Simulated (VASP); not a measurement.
Set up this calculation in VASP 6.6.1, as the native input.

- Task: single point
- Functional: RPBE
- Potentials or basis: VASP PAW PBE potentials, release 64 (Mg)
- Cutoff: 520 eV
- k mesh: 18 × 18 × 10
- Occupations: fermi-dirac, width 0.1 eV
- Spin: no spin polarisation
- Dipole correction: no
- Further INCAR settings: ALGO = Normal; EDIFF = 1e-06; NBANDS = 9

The structure of Mg lies in POSCAR:

```
Mg
1.0
    3.3544866262      0.0000000000      0.0000000000
   -1.6772433131      2.9050706350      0.0000000000
    0.0000000000      0.0000000000      5.4464142336
Mg
2
Direct
    0.3333333333      0.6666666667      0.2500000000
    0.6666666667      0.3333333333      0.7500000000
```

One way to write it, as run:

INCAR

```
PREC = Accurate ; ENCUT = 520
EDIFF = 1E-6 ; ISMEAR = -1
SIGMA = 0.1 ; LREAL = False
LASPH = True ; NELM = 100
ALGO = Normal ; ISIF = 2
LWAVE = False ; LCHARG = False
GGA = RP ; NBANDS = 9
```

KPOINTS

```
regular mesh
0
Gamma
  18 18 10
```

Potentials or basis: VASP PAW PBE potentials, release 64 (Mg).

Launch:

```console
$ cat potpaw_PBE.64/Mg/POTCAR > POTCAR
$ mpirun -np 1 vasp_std > vasp.out
```

It gave:

| Property | Result |
| --- | --- |
| Pressure | -3.2 GPa |
| Band gap on the k mesh | zero (bands 2 and 3 overlap by 2.21 eV) |

Caveat: the cell stands under tension; the PAW data sets were made with another functional, which shifts forces and pressure a little.

Run time: 110 s on 1 thread of Intel Xeon 8259CL, on a shared host, peak memory 0.25 GiB.
